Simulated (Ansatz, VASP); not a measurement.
Two plane-wave programs on LiCl

POSCAR

```
LiCl
1.0
    0.0000000000      2.7601041238      2.7601041238
    2.7601041238      0.0000000000      2.7601041238
    2.7601041238      2.7601041238      0.0000000000
Li Cl
1 1
Direct
    0.0000000000      0.0000000000      0.0000000000
    0.2500000000      0.2500000000      0.2500000000
```

File INCAR.step1:

```
SYSTEM = LiCl
PREC = Accurate ; ENCUT = 520
ISMEAR = 0 ; SIGMA = 0.01
LREAL = .False. ; LASPH = .True.
NELM = 100 ; NBANDS = 12
GGA = PE ; ALGO = Normal
EDIFF = 1E-4 ; LWAVE = .True.
LCHARG = .False.
```

Contents of INCAR.step2:

```
SYSTEM = LiCl
PREC = Accurate ; ENCUT = 520
EDIFF = 1E-6 ; ISMEAR = 0
SIGMA = 0.01 ; LREAL = .False.
LASPH = .True. ; NELM = 100
ALGO = Normal ; ISIF = 2
LWAVE = .False. ; LCHARG = .True.
METAGGA = R2SCAN ; LMIXTAU = .True.
LELF = .True. ; LVHAR = .True.
NBANDS = 12 ; ISTART = 1
```

The input KPOINTS:

```
Automatic mesh
0
Gamma
  6 6 6
  0 0 0
```

Input for Ansatz:

```yaml
crystal:
  lattice:
    - [0.0, 2.7601041238, 2.7601041238]
    - [2.7601041238, 0.0, 2.7601041238]
    - [2.7601041238, 2.7601041238, 0.0]
  atoms:
    - { symbol: Li, position: [0.0, 0.0, 0.0] }
    - { symbol: Cl, position: [0.25, 0.25, 0.25] }
kpoints:
  mp_grid: { grid: [6, 6, 6] }
hamiltonian:
  xc: r2scan
scf:
  occupations: { method: fixed }
  n_extra_bands: 4
output:
  forces: true
  stress: true
  eigenvalues: true
```

Alike in both runs: task single point; functional r2SCAN; k mesh 6 × 6 × 6; no spin polarisation.

|  | VASP | Ansatz |
| --- | --- | --- |
| version | VASP 6.6.1 | Ansatz 0.2.0 |
| potentials or method | VASP PAW PBE potentials, release 64 (Li_sv, Cl) | plane waves, PAW |
| plane-wave cutoff (eV) | 520 | 500 |
| occupations | gaussian, width 0.01 eV | fixed |
| valence electrons in the cell | 10 | 10 |

|  | VASP | Ansatz | Ansatz less VASP |
| --- | --- | --- | --- |
| gap on the k mesh at the Fermi level (eV) | 6.66 | 6.60 | -0.056 |

VASP's potentials were made for PBE, not for r2SCAN.

Noted on VASP's run: the cutoff is short for stress, so the pressure is rough.
